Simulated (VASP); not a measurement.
A run of VASP 6.6.1 is set up as follows.

File INCAR:

```
SYSTEM = Cu3Au
ALGO = Normal ; DIPOL = 0.5 0.5 0.500
EDIFF = 1E-7 ; ENCUT = 520
GGA = PE ; IDIPOL = 3
ISIF = 2 ; ISMEAR = 0
LASPH = .TRUE. ; LCHARG = .FALSE.
LDIPOL = .TRUE. ; LREAL = .FALSE.
LWAVE = .FALSE. ; NBANDS = 54
NELM = 60 ; PREC = Accurate
SIGMA = 0.1
```

File KPOINTS:

```
k-points
0
G
  9 9 1
  0 0 0
```

File POSCAR:

```
Cu3Au
1.0
    3.7802773656      0.0000000000      0.0000000000
    0.0000000000      3.7802773656      0.0000000000
    0.0000000000      0.0000000000     20.6704160485
Cu Au
6 2
Direct
    0.0000000000      0.5000000000      0.3628373992
    0.5000000000      0.0000000000      0.3628373992
    0.5000000000      0.5000000000      0.4542791331
    0.0000000000      0.5000000000      0.5457208669
    0.5000000000      0.0000000000      0.5457208669
    0.5000000000      0.5000000000      0.6371626008
    0.0000000000      0.0000000000      0.4542791331
    0.0000000000      0.0000000000      0.6371626008
```

Potentials or basis: VASP PAW PBE potentials, release 64 (Cu, Au).

Run with:

```console
$ cat potpaw_PBE.64/Cu/POTCAR potpaw_PBE.64/Au/POTCAR > POTCAR
$ mpirun -np 1 vasp_std > vasp.out
```

(1) Estimate the band gap on the k mesh.

(2) Predict the largest force.

## Answers

(1) zero (bands 44 and 45 overlap by 1.06 eV).

(2) 0.283 eV/Å.

Caveat: spin-orbit coupling is left out, which moves the levels of the heavy elements.
